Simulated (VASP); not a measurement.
Input of a VASP 6.6.1 run:

File INCAR:

```
SYSTEM = Li2Pt
PREC = Accurate ; ENCUT = 520
EDIFF = 1E-6 ; ISMEAR = -1
SIGMA = 0.03 ; LREAL = .FALSE.
LASPH = .TRUE. ; NELM = 80
ALGO = Normal ; ISIF = 2
LWAVE = .FALSE. ; LCHARG = .FALSE.
NBANDS = 15
```

KPOINTS

```
regular mesh
0
G
  9 9 12
  0 0 0
```

The input POSCAR:

```
Li2Pt
1.0
    4.2410842377      0.0000000000      0.0000000000
   -2.1205421188      3.6728866895      0.0000000000
    0.0000000000      0.0000000000      2.6960171736
Li Pt
2 1
Direct
    0.3333333333      0.6666666667      0.5000000000
    0.6666666667      0.3333333333      0.5000000000
    0.0000000000      0.0000000000      0.0000000000
```

Potentials or basis: VASP PAW LDA potentials, release 64 (Li_sv, Pt).

Command:

```console
$ cat potpaw_LDA.64/Li_sv/POTCAR potpaw_LDA.64/Pt/POTCAR > POTCAR
$ mpirun -np 1 vasp_std > vasp.out
```

(1) What does it give for the band gap on the k mesh?

Answers

(1) zero (band 8 reaches 5.88 eV, above the bottom of band 9 at 4.03 eV).

Caveat: spin-orbit coupling is left out, which moves the levels of the heavy elements.
